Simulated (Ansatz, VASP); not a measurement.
# Two plane-wave programs on TiAl

```
Ti Al
1.0
     3.28656    0.00000    0.00000
     0.00000    3.28656    0.00000
     0.00000    0.00000    3.06570
Ti Al
1 1
Direct
  0.00000 0.00000 0.00000
  0.50000 0.50000 0.50000
```

Alike in both runs: task single point; functional PBEsol; k mesh 16 × 16 × 16; occupations gaussian, width 0.15 eV; no spin polarisation.

|  | VASP | Ansatz |
| --- | --- | --- |
| version | VASP 6.6.1 | Ansatz 0.2.0 |
| potentials or method | VASP PAW PBE potentials, release 64 (Ti_sv, Al), cutoff 520 eV | scalar-relativistic, plane waves, PAW |
| valence electrons in the cell | 15 | 15 |

Ansatz gave:

* gap on the k mesh at the Fermi level (eV): none
* pressure (GPa): -5.4
* traceless stress, the component that is largest in VASP (GPa): -1.17

**Question.** Which values does VASP return?

**Answer.** gap on the k mesh at the Fermi level (eV): none; pressure (GPa): -5.3; traceless stress, the component that is largest in VASP (GPa): -1.16.

VASP's potentials were made for PBE, not for PBEsol, and Ansatz warns of the same on its side. A gap of «none» marks a metal or a gap that the smearing closes.
